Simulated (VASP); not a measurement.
# Al12Cl in VASP: notebook, part 2 of 2

VASP 6.6.1. The steps go on from the part before.

## (3) Relaxation of the atoms, PBE

File INCAR:

```
SYSTEM = Al12Cl
PREC = Accurate
ENCUT = 520
EDIFF = 1E-6
ISMEAR = 0
SIGMA = 0.1
LREAL = .FALSE.
LASPH = .TRUE.
NELM = 100
ALGO = Normal
ISIF = 2
LWAVE = .FALSE.
LCHARG = .FALSE.
LDIPOL = .TRUE.
IDIPOL = 3
DIPOL = 0.5 0.5 0.331
GGA = PE
IBRION = 2
NSW = 36
EDIFFG = -0.025
```

File KPOINTS:

```
regular mesh
0
G
  6 6 1
  0 0 0
```

File POSCAR:

```
Al12Cl
1.0
    5.7135165838      0.0000000000      0.0000000000
   -2.8567582919      4.9480505065      0.0000000000
    0.0000000000      0.0000000000     20.1013781901
Al Cl
12 1
Selective dynamics
Direct
    0.3333333333      0.1666666667      0.1989913310  F F F
    0.3333333333      0.6666666667      0.1989913310  F F F
    0.8333333333      0.1666666667      0.1989913310  F F F
    0.8333333333      0.6666666667      0.1989913310  F F F
    0.1666666667      0.3333333333      0.3134471574  F F F
    0.1666666667      0.8333333333      0.3134471574  F F F
    0.6666666667      0.3333333333      0.3134471574  F F F
    0.6666666667      0.8333333333      0.3134471574  F F F
    0.0000000000      0.0000000000      0.4278999235  F F F
    0.0000000000      0.5000000000      0.4278999235  F F F
    0.5000000000      0.0000000000      0.4278999235  F F F
    0.5000000000      0.5000000000      0.4278999235  F F F
    0.0000000000      0.0000000000      0.5393350688  F F T
```

Potentials or basis: VASP PAW PBE potentials, release 64 (Al, Cl).

Run with:

```bash
$ cat potpaw_PBE.64/Al/POTCAR potpaw_PBE.64/Cl/POTCAR > POTCAR
$ mpirun -np 1 vasp_std > vasp.out
```

OUTCAR:

```text
SYSTEM = Al12Cl
   PREC = Accurate
   ENCUT = 520
   EDIFF = 1E-6
   ISMEAR = 0
   LREAL = .FALSE.
   LASPH = .TRUE.
   NELM = 100
   ISIF = 2
   GGA = PE
   IBRION = 2
   NSW = 36
   EDIFFG = -0.025

 ion  position               nearest neighbor table
   1  0.333  0.167  0.199-   5 2.83   6 2.83   7 2.83   4 2.86   2 2.86   2 2.86   4 2.86   3 2.86
                             3 2.86
   2  0.333  0.667  0.199-   6 2.83   5 2.83   8 2.83   3 2.86   1 2.86   1 2.86   3 2.86   4 2.86
                             4 2.86
   3  0.833  0.167  0.199-   7 2.83   8 2.83   5 2.83   4 2.86   2 2.86   4 2.86   2 2.86   1 2.86
                             1 2.86
   4  0.833  0.667  0.199-   8 2.83   7 2.83   6 2.83   3 2.86   1 2.86   3 2.86   1 2.86   2 2.86
                             2 2.86
   5  0.167  0.333  0.313-   9 2.83  12 2.83  10 2.83   1 2.83   2 2.83   3 2.83   8 2.86   6 2.86
                             6 2.86   8 2.86   7 2.86   7 2.86
   6  0.167  0.833  0.313-  10 2.83  11 2.83   9 2.83   2 2.83   1 2.83   4 2.83   7 2.86   5 2.86
                             5 2.86   7 2.86   8 2.86   8 2.86
   7  0.667  0.333  0.313-  11 2.83  10 2.83  12 2.83   3 2.83   4 2.83   1 2.83   8 2.86   6 2.86
                             8 2.86   6 2.86   5 2.86   5 2.86
   8  0.667  0.833  0.313-  12 2.83   9 2.83  11 2.83   4 2.83   3 2.83   2 2.83   7 2.86   5 2.86
                             7 2.86   5 2.86   6 2.86   6 2.86
   9  0.000  0.000  0.428-  13 2.24   5 2.83   8 2.83   6 2.83  12 2.86  10 2.86  10 2.86  12 2.86
                            11 2.86  11 2.86
  10  0.000  0.500  0.428-   6 2.83   7 2.83   5 2.83   9 2.86  11 2.86   9 2.86  11 2.86  12 2.86
                            12 2.86
  11  0.500  0.000  0.428-   7 2.83   6 2.83   8 2.83  10 2.86  12 2.86  12 2.86  10 2.86   9 2.86
                             9 2.86
  12  0.500  0.500  0.428-   8 2.83   5 2.83   7 2.83   9 2.86  11 2.86  11 2.86   9 2.86  10 2.86
                            10 2.86
  13  0.000  0.000  0.539-   9 2.24

  LATTYP: Found a hexagonal cell.
 ALAT       =     5.7135165838
 C/A-ratio  =     3.5182147274

  Lattice vectors:

 A1 = (   5.7135165838,   0.0000000000,   0.0000000000)
 A2 = (  -2.8567582919,   4.9480505065,   0.0000000000)
 A3 = (   0.0000000000,   0.0000000000,  20.1013781901)

Analysis of symmetry for initial positions (statically):
=====================================================================
 Subroutine PRICEL returns:
 Original cell was already a primitive cell.

 Routine SETGRP: Setting up the symmetry group for a
 hexagonal supercell.

 Subroutine GETGRP returns: Found  6 space group operations
 (whereof  6 operations were pure point group operations)
 out of a pool of 24 trial point group operations.

The static configuration has the point symmetry C_3v.

Analysis of symmetry for dynamics (positions and initial velocities):
=====================================================================
 Subroutine PRICEL returns:
 Original cell was already a primitive cell.

 Routine SETGRP: Setting up the symmetry group for a
 hexagonal supercell.

 Subroutine GETGRP returns: Found  6 space group operations
 (whereof  6 operations were pure point group operations)
 out of a pool of 24 trial point group operations.

The dynamic configuration has the point symmetry C_3v.

Analysis of constrained symmetry for selective dynamics:
=====================================================================
[... 111 lines left out ...]
   LASPH  =      T    aspherical Exc in radial PAW
   ENCUT  =  520.0 eV  38.22 Ry    6.18 a.u.  10.62 10.62 37.38*2*pi/ulx,y,z
   NELM   =    100;   NELMIN=  2; NELMDL= -5     # of ELM steps
   EDIFF  = 0.1E-05   stopping-criterion for ELM
   LREAL  =      F    real-space projection
   EDIFFG = -.3E-01   stopping-criterion for IOM
   NSW    =     36    number of steps for IOM
   IBRION =      2    ionic relax: 0-MD 1-quasi-New 2-CG
   NFREE  =      1    steps in history (QN), initial steepest desc. (CG)
   ISIF   =      2    stress and relaxation
   ISYM   =      2    0-nonsym 1-usesym 2-fastsym
   POTIM  = 0.5000    time-step for ionic-motion
   TEBEG  =    0.0;   TEEND  =   0.0 temperature during run
   PSTRESS=    0.0 pullay stress
   NELECT =      43.0000    total number of electrons
   NUPDOWN=      -1.0000    fix difference up-down
   EMIN   =  10.00;   EMAX   =-10.00  energy-range for DOS
   EFERMI =   0.00;   METHOD = LEGACY
   ISMEAR =     0;   SIGMA  =   0.10  broadening in eV -4-tet -1-fermi 0-gaus
   EFERMI_NEDOS =   21; number of points for ismear=-14 and -15
   IALGO  =     38    algorithm
   IMIX   =      4    mixing-type and parameters
     AMIX     =   0.40;   BMIX     =  1.00
     AMIX_MAG =   1.60;   BMIX_MAG =  1.00
  volume/ion in A,a.u.               =      43.71       295.00
  Fermi-wavevector in a.u.,A,eV,Ry     =   0.692431  1.308505  6.523459  0.479461
  Thomas-Fermi vector in A             =   1.774362
   LORBIT       =      0    0 simple, 1 ext, 2 COOP (PROOUT), +10 PAW based schemes
   GGA     = PE    functional components
   LHFCALC =     F    Hartree Fock is set to
   AEXX    =    0.0000 exact exchange contribution
   IVDW    =     0    specifies the selected vdW correction
   LEPSILON=     F    determine dielectric tensor
   LRPA    =     F    only Hartree local field effects (RPA)
 conjugate gradient relaxation of ions
 non-spin polarized calculation
 Gauss-broadening in eV      SIGMA  =   0.10
  energy-cutoff  :      520.00
  volume of cell :      568.28
 maximum number of plane-waves:     15351
   NGX = 21   NGY = 21   NGZ = 75

 dipolmoment           0.000000      0.000000     -0.120277 electrons x Angstroem

 number of electron      43.0000001 magnetization

 dipolmoment           0.000000      0.000000      0.218776 electrons x Angstroem

 Free energy of the ion-electron system (eV)
  ---------------------------------------------------
  ext. energy  EPLUGINS =         0.00000000
  ---------------------------------------------------
  free energy    TOTEN  =       -45.71092721 eV

  energy without entropy =      -45.66971307  energy(sigma->0) =      -45.69032014

 E-fermi :   0.1658     XC(G=0):  -4.8083

 val. band max:        0.1561860631   @ k =   0.3333   0.1667   0.0000
 cond. band min:       0.2408722490   @ k =   0.1667   0.1667   0.0000
 fundamental gap:      0.0846861860
 Fermi energy:         0.1658459041

 k-point     1 :       0.0000    0.0000    0.0000
  band No.  band energies     occupation
      1     -15.0275      2.00000
      2     -10.4662      2.00000
      3      -8.7497      2.00000
      4      -6.1324      2.00000
      5      -4.7751      2.00000
      6      -4.6389      2.00000
[... 206 lines left out ...]
     27       2.4586      0.00000
     28       2.7732      0.00000

------------------------ aborting loop because EDIFF is reached ----------------------------------------

 vacuum level on the upper side and lower side of the slab       (xc-potential included)         0.338        -1.070

  FORCE on cell =-STRESS in cart. coord.  units (eV):
  Direction    XX          YY          ZZ          XY          YZ          ZX
  --------------------------------------------------------------------------------------
  -------------------------------------------------------------------------------------
  Total       -2.4134601     -2.4134601      0.5477034      0.0000000     -0.0000000      0.0000000
  in kB       -6.8043595     -6.8043595      1.5441609      0.0000000     -0.0000000      0.0000000
  external PRESSURE =      -4.0215194 kB  Pullay stress =       0.0000000 kB

 VOLUME and BASIS-vectors are now :
 -----------------------------------------------------------------------------
  energy-cutoff  :      520.00
  volume of cell :      568.28
      direct lattice vectors                 reciprocal lattice vectors
     5.713516584  0.000000000  0.000000000     0.175023558  0.101049898  0.000000000
    -2.856758292  4.948050506  0.000000000     0.000000000  0.202099796  0.000000000
     0.000000000  0.000000000 20.101378190     0.000000000  0.000000000  0.049747833

 POSITION                                       TOTAL-FORCE (eV/Angst)
 -----------------------------------------------------------------------------------
      1.42838      0.82468      4.00000         0.043979      0.025392     -0.051979
     -0.00000      3.29870      4.00000         0.000000     -0.000000     -0.031801
      4.28514      0.82468      4.00000        -0.043979      0.025392     -0.051979
      2.85676      3.29870      4.00000         0.000000     -0.050783     -0.051979
      0.00000      1.64935      6.30072         0.000000      0.102124      0.069903
     -1.42838      4.12338      6.30072         0.088442     -0.051062      0.069903
      2.85676      1.64935      6.30072         0.000000     -0.000000     -0.093392
      1.42838      4.12338      6.30072        -0.088442     -0.051062      0.069903
      0.00000      0.00000      8.60138         0.000000     -0.000000      0.723478
     -1.42838      2.47403      8.60138        -0.040400     -0.023325     -0.210394
      2.85676      0.00000      8.60138         0.000000      0.046650     -0.210394
      1.42838      2.47403      8.60138         0.040400     -0.023325     -0.210394
      0.00000      0.00000     10.84138         0.000000     -0.000000     -0.020875
 -----------------------------------------------------------------------------------
    total drift:                                0.000000     -0.000000      0.001497

  FREE ENERGIE OF THE ION-ELECTRON SYSTEM (eV)
  ---------------------------------------------------
  free  energy   TOTEN  =       -45.7109272097 eV

  energy  without entropy=      -45.6697130663  energy(sigma->0) =      -45.69032014

 reached required accuracy - stopping structural energy minimisation

 vacuum level on the upper side and lower side of the slab         5.067         3.800
```

Run time: 4.4 min. Hardware: 1 thread of Intel Xeon 8259CL, shared host; peak memory 0.6 GiB.

Results:

- Free energy: -45.7109 eV
- Band gap on the k mesh: zero (an odd number of electrons rules out a gap without spin polarisation)

Final structure:
```
Al Cl
1.0
     5.71352    0.00000    0.00000
    -2.85676    4.94805    0.00000
     0.00000    0.00000   20.10138
Al Cl
12 1
Cartesian
  1.4284 0.8247 4.0000
  0.0000 3.2987 4.0000
  4.2851 0.8247 4.0000
  2.8568 3.2987 4.0000
  0.0000 1.6494 6.3007
  -1.4284 4.1234 6.3007
  2.8568 1.6494 6.3007
  1.4284 4.1234 6.3007
  0.0000 0.0000 8.6014
  -1.4284 2.4740 8.6014
  2.8568 0.0000 8.6014
  1.4284 2.4740 8.6014
  0.0000 0.0000 10.8414
```

Caveat: the relaxation stopped at its first step, so nothing moved.

The gap in the log of VASP goes by the Fermi energy; the results here count the filled bands.